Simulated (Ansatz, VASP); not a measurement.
# One calculation of RbBr, two programs

The input POSCAR:

```
RbBr
1.0
    5.8901391669      0.0000000000      0.0000000000
   -2.9450695835      5.1010101504      0.0000000000
    0.0000000000      0.0000000000      6.8703324972
Rb Br
2 2
Direct
    0.3333333333      0.6666666667     -0.0625000000
    0.6666666667      0.3333333333      0.4375000000
    0.3333333333      0.6666666667      0.4375000000
    0.6666666667      0.3333333333      0.9375000000
```

The input INCAR.step1:

```
ALGO     = Normal         # electronic algorithm
EDIFF    = 1E-5           # SCF threshold, eV
ENCUT    = 400            # plane-wave cutoff, eV
GGA      = PE             # functional
GGA_COMPAT= False        
ISIF     = 2              # what is computed and relaxed
ISMEAR   = 0              # smearing method
LASPH    = True           # aspherical terms in the spheres
LCHARG   = False          # write CHGCAR
LREAL    = False          # projectors in reciprocal space
LWAVE    = True           # write WAVECAR
NBANDS   = 24             # bands
NELM     = 120            # most SCF steps
PREC     = Accurate       # precision mode
SIGMA    = 0.01           # smearing width, eV
```

INCAR.step2

```
AEXX     = 0.3            # exact-exchange fraction
ALGO     = Normal         # electronic algorithm
EDIFF    = 1E-6           # SCF threshold, eV
ENCUT    = 400            # plane-wave cutoff, eV
GGA      = PE             # functional
GGA_COMPAT= False        
HFSCREEN = 0.1            # screening, 1/A
ISIF     = 2              # what is computed and relaxed
ISMEAR   = 0              # smearing method
ISTART   = 1            
LASPH    = True           # aspherical terms in the spheres
LCHARG   = False          # write CHGCAR
LHFCALC  = True           # exact exchange
LREAL    = False          # projectors in reciprocal space
LWAVE    = False          # write WAVECAR
NBANDS   = 24             # bands
NELM     = 120            # most SCF steps
PREC     = Accurate       # precision mode
PRECFOCK = Normal       
SIGMA    = 0.01           # smearing width, eV
```

Contents of KPOINTS:

```
k-points
0
Gamma
  3 3 2
```

Input for Ansatz:

```yaml
crystal:
  lattice:
    - [5.8901391669, 0.0, 0.0]
    - [-2.9450695835, 5.1010101504, 0.0]
    - [0.0, 0.0, 6.8703324972]
  atoms:
    - { symbol: Rb, position: [0.3333333333, 0.6666666667, -0.0625] }
    - { symbol: Rb, position: [0.6666666667, 0.3333333333, 0.4375] }
    - { symbol: Br, position: [0.3333333333, 0.6666666667, 0.4375] }
    - { symbol: Br, position: [0.6666666667, 0.3333333333, 0.9375] }
kpoints:
  mp_grid: { grid: [3, 3, 2] }
hamiltonian:
  xc: { exchange: pbe, correlation: pbe, exx: { coeff: 0.3, omega: 0.1 } }
scf:
  occupations: { method: fixed }
  n_extra_bands: 5
output:
  forces: true
  stress: true
  eigenvalues: true
```

Alike in both runs: task single point; functional PBE-based screened hybrid with a share of 0.3 of exact exchange and HFSCREEN = 0.1; k mesh 3 × 3 × 2; no spin polarisation.

```csv
,VASP,Ansatz
version,VASP 6.6.1,Ansatz 0.2.0
potentials or method,"VASP PAW PBE potentials, release 64 (Rb_sv, Br)",plane waves
plane-wave cutoff (eV),400,420
occupations,"gaussian, width 0.01 eV",fixed
valence electrons in the cell,32,32
```

|  | VASP | Ansatz | Ansatz less VASP |
| --- | --- | --- | --- |
| gap on the k mesh at the Fermi level (eV) | 5.82 | 5.81 | -0.013 |
| pressure (GPa) | 0.1 | 0.1 | +0.05 |
| traceless stress, the component that is largest in VASP (GPa) | 0.09 | 0.10 | +0.013 |

VASP's potentials were made for PBE, not for PBE-based screened hybrid. Ansatz's warnings: stress exchange threshold loose, stress scf threshold loose.

The k mesh is coarse, so the values compare programs but aren't converged.
